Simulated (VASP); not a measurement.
Wanted: the native input for a VASP 6.6.1 run.

- Task: electric field gradients
- Functional: r2SCAN
- Potentials or basis: VASP PAW PBE potentials, release 64 (La, Sc_sv, O)
- Cutoff: 580 eV
- k mesh: 4 × 3 × 4
- Occupations: fermi-dirac, width 0.02 eV
- Spin: no spin polarisation
- Dipole correction: no
- Further INCAR settings: ALGO = Normal; EDIFF = 1e-07; NBANDS = 96

The system is LaScO3.

```
La Sc O
1.0
     5.79070    0.00000    0.00000
     0.00000    8.09450    0.00000
     0.00000    0.00000    5.68030
La Sc O
4 4 12
Direct
  0.95533 0.25000 0.01105
  0.04467 0.75000 0.98895
  0.54467 0.75000 0.51105
  0.45533 0.25000 0.48895
  0.50000 0.00000 0.00000
  0.50000 0.50000 0.00000
  0.00000 0.00000 0.50000
  0.00000 0.50000 0.50000
  0.29670 0.94685 0.70351
  0.70330 0.44685 0.29649
  0.20330 0.05315 0.20351
  0.79670 0.55315 0.79649
  0.70330 0.05315 0.29649
  0.29670 0.55315 0.70351
  0.79670 0.94685 0.79649
  0.20330 0.44685 0.20351
  0.53361 0.25000 0.89972
  0.46639 0.75000 0.10028
  0.96639 0.75000 0.39972
  0.03361 0.25000 0.60028
```

One way to write it, as run:

POSCAR

```
LaScO3
1.0
    5.7907000000      0.0000000000      0.0000000000
    0.0000000000      8.0945000000      0.0000000000
    0.0000000000      0.0000000000      5.6803000000
La Sc O
4 4 12
Direct
    0.9553321218      0.2500000000      0.0110464283
    0.0446678782      0.7500000000      0.9889535717
    0.5446678782      0.7500000000      0.5110464283
    0.4553321218      0.2500000000      0.4889535717
    0.5000000000      0.0000000000      0.0000000000
    0.5000000000      0.5000000000      0.0000000000
    0.0000000000      0.0000000000      0.5000000000
    0.0000000000      0.5000000000      0.5000000000
    0.2967001840      0.9468459458      0.7035098320
    0.7032998160      0.4468459458      0.2964901680
    0.2032998160      0.0531540542      0.2035098320
    0.7967001840      0.5531540542      0.7964901680
    0.7032998160      0.0531540542      0.2964901680
    0.2967001840      0.5531540542      0.7035098320
    0.7967001840      0.9468459458      0.7964901680
    0.2032998160      0.4468459458      0.2035098320
    0.5336103026      0.2500000000      0.8997202107
    0.4663896974      0.7500000000      0.1002797893
    0.9663896974      0.7500000000      0.3997202107
    0.0336103026      0.2500000000      0.6002797893
```

INCAR.step1

```
SYSTEM = LaScO3
  PREC = Accurate
  ENCUT = 580
  ISMEAR = -1
  SIGMA = 0.02
  LREAL = .FALSE.
  LASPH = .TRUE.
  NELM = 200
  NBANDS = 96
  GGA = PE
  ALGO = Normal
  EDIFF = 1E-5
  LWAVE = .TRUE.
  LCHARG = .FALSE.
  GGA_COMPAT = .FALSE.
  LMAXMIX = 6
```

INCAR.step2

```
SYSTEM = LaScO3
  PREC = Accurate
  ENCUT = 580
  EDIFF = 1E-7
  ISMEAR = -1
  SIGMA = 0.02
  LREAL = .FALSE.
  LASPH = .TRUE.
  NELM = 200
  ALGO = Normal
  ISIF = 2
  LWAVE = .FALSE.
  LCHARG = .FALSE.
  METAGGA = R2SCAN
  LMIXTAU = .TRUE.
  LEFG = .TRUE.
  NBANDS = 96
  ISTART = 1
  GGA_COMPAT = .FALSE.
  LMAXMIX = 6
```

KPOINTS

```
regular mesh
0
G
  4 3 4
  0 0 0
```

Potentials or basis: VASP PAW PBE potentials, release 64 (La, Sc_sv, O).

Run with:

```sh
$ cat potpaw_PBE.64/La/POTCAR potpaw_PBE.64/Sc_sv/POTCAR potpaw_PBE.64/O/POTCAR > POTCAR
$ cp INCAR.step1 INCAR
$ mpirun -np 1 vasp_std > vasp.out
$ cp INCAR.step2 INCAR
$ mpirun -np 1 vasp_std > vasp.out
```

It gave:

| Property | Result |
| --- | --- |
| Pressure | 0.7 GPa |
| Largest force | 0.025 eV/Å |
| Band gap on the k mesh | 4.53 eV, direct |

Caveat: without QUAD_EFG the Cq values of the log hold for a quadrupole moment of 1 mb, not for the nuclei; the PAW data sets were made with another functional, which shifts forces and pressure a little; spin-orbit coupling is left out, which moves the levels of the heavy elements.

Run time: 40 min on 1 thread of Intel(R) Xeon(R) 6975P-C (Granite Rapids), with other jobs on the host, peak memory 0.68 GiB.
